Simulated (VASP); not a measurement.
Input of a VASP 6.6.1 run:

File INCAR:

```
ALGO = Normal ; EDIFF = 1E-7
EDIFFG = -0.005 ; ENCUT = 500
GGA = PE ; GGA_COMPAT = F
IBRION = 2 ; ISIF = 3
ISMEAR = -1 ; IVDW = 12
LASPH = T ; LCHARG = F
LREAL = F ; LWAVE = F
NELM = 120 ; NELMIN = 4
NSW = 80 ; PREC = Accurate
SIGMA = 0.02
```

KPOINTS

```
k-points
0
Gamma
  6 6 2
```

The input POSCAR:

```
AgI
1.0
    4.5062758301      0.0000000000      0.0000000000
   -2.2531379150      3.9025493453      0.0000000000
    0.0000000000      0.0000000000     15.2623686100
Ag I
4 4
Direct
    0.0000000000      0.0000000000      0.3234740700
    0.6666666700      0.3333333300      0.4264708600
    0.3333333300      0.6666666700      0.9264708600
    0.0000000000      0.0000000000      0.8234740700
    0.0000000000      0.0000000000      0.0116399200
    0.6666666700      0.3333333300      0.2384151500
    0.3333333300      0.6666666700      0.7384151500
    0.0000000000      0.0000000000      0.5116399200
```

Potentials or basis: VASP PAW PBE potentials, release 64 (Ag, I).

Run with:

```console
$ cat potpaw_PBE.64/Ag/POTCAR potpaw_PBE.64/I/POTCAR > POTCAR
$ mpirun -np 1 vasp_std > vasp.out
```

Problem. Estimate the band gap on the k mesh.

Solution. 1.45 eV.

Problem. Predict the relaxed volume.

Solution. 31.10 Å³/atom.

Problem. What does it give for the space group after relaxing (to 0.1 Å)?

Solution. P6_3mc (No. 186).

Final structure:
```xyz
8
Lattice="4.4346 0.0000 0.0000 -2.2173 3.8405 0.0000 0.0000 0.0000 14.6085" Properties=species:S:1:pos:R:3 pbc="T T T"
Ag    0.0000    0.0000    4.6958
Ag    2.2173    1.2802    6.2643
Ag    0.0000    2.5603   13.5685
Ag    0.0000    0.0000   12.0000
I     0.0000    0.0000    0.2665
I     2.2173    1.2802    3.3819
I     0.0000    2.5603   10.6862
I     0.0000    0.0000    7.5708
```

Caveat: spin-orbit coupling is left out, which moves the levels of the heavy elements.
